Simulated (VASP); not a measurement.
Runs of VASP 6.6.1 on NaS6. The structure is that of space group Fm-3m (No. 225), or close to it. The cells are those of the table. The cell was built from a structure type or drawn by symmetry, and may not be a known phase.

```tsv
task	cell	k mesh	cutoff (eV)	gap on the mesh (eV)	pressure (GPa)	relaxed volume (Å³/atom)
single point	a = 5.642 Å, angles 60.0°, 7 atoms	4 × 4 × 4	520	none	-0.2	-
relaxation of cell and atoms	relaxed from a = 6.252 Å, angles 60.0°, 7 atoms	4 × 4 × 4	600	none	0.1	(a)
single point	a = 5.636 Å, angles 60.0°, 7 atoms	8 × 8 × 8	520	none	0.0	-
relaxation of cell and atoms	relaxed from a = 5.642 Å, angles 60.0°, 7 atoms	8 × 8 × 8	600	none	0.0	18.08
```

Alike in all rows: level PBE; potentials or basis VASP PAW PBE potentials, release 64 (Na_pv, S); no spin polarisation; smearing gaussian 0.1 eV.

Q: Estimate the missing entries.

A: (a) 18.06.

Caveats: the volume moved by over 15 % at a fixed basis, so the end points are rough (at least some runs).

A gap of «none» marks levels without a gap at the run's occupations.
